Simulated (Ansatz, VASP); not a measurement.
TiO: VASP beside Ansatz

INCAR

```
  PREC = Accurate
  ENCUT = 520
  EDIFF = 1E-6
  ISMEAR = -1
  SIGMA = 0.2
  LREAL = F
  LASPH = T
  NELM = 80
  ALGO = Normal
  ISIF = 2
  LWAVE = F
  LCHARG = F
  GGA = PS
  NBANDS = 36
```

File KPOINTS:

```
regular mesh
0
Gamma
  12 12 12
```

Contents of POSCAR:

```
TiO
1.0
    4.9890877720      0.0000000000      0.0000000000
   -2.4945438860      4.3206767523      0.0000000000
    0.0000000000      0.0000000000      2.8733134400
Ti O
3 3
Direct
    0.6666666667      0.3333333333      0.5000000000
    0.3333333333      0.6666666667      0.5000000000
    0.0000000000      0.0000000000      0.0000000000
    0.6055592400      0.6055592400      0.0000000000
    0.3944407600      0.0000000000      0.0000000000
    0.0000000000      0.3944407600      0.0000000000
```

Input for Ansatz:

```yaml
crystal:
  lattice:
    - [4.989087772, 0.0, 0.0]
    - [-2.494543886, 4.3206767523, 0.0]
    - [0.0, 0.0, 2.87331344]
  atoms:
    - { symbol: Ti, position: [0.6666666667, 0.3333333333, 0.5] }
    - { symbol: Ti, position: [0.3333333333, 0.6666666667, 0.5] }
    - { symbol: Ti, position: [0.0, 0.0, 0.0] }
    - { symbol: O, position: [0.60555924, 0.60555924, 0.0] }
    - { symbol: O, position: [0.39444076, 0.0, 0.0] }
    - { symbol: O, position: [0.0, 0.39444076, 0.0] }
basis:
  ecutwfc: 420
kpoints:
  mp_grid: { grid: [12, 12, 12] }
hamiltonian:
  xc: pbesol
scf:
  occupations: { method: fermi_dirac, width: 0.2 }
output:
  forces: true
  stress: true
  eigenvalues: true
```

Alike in both runs: task single point; functional PBEsol; k mesh 12 × 12 × 12; occupations fermi-dirac, width 0.2 eV; no spin polarisation.

|  | VASP | Ansatz |
| --- | --- | --- |
| version | VASP 6.6.1 | Ansatz 0.2.0 |
| potentials or method | VASP PAW PBE potentials, release 64 (Ti_sv, O), cutoff 520 eV | scalar-relativistic, plane waves, PAW |
| valence electrons in the cell | 54 | 54 |

Ansatz gave:

* gap on the k mesh at the Fermi level (eV): none
* pressure (GPa): -5.3
* traceless stress, the component that is largest in VASP (GPa): -0.90
* rms of the force components (eV/Å): 0.022

Problem. Estimate VASP's values.

Solution. gap on the k mesh at the Fermi level (eV): none; pressure (GPa): -4.5; traceless stress, the component that is largest in VASP (GPa): -0.95; rms of the force components (eV/Å): 0.017.

VASP's potentials were made for PBE, not for PBEsol. Atom by atom the forces differ by 0.005 eV/Å (rms over components). A gap of «none» marks a metal or a gap that the smearing closes.
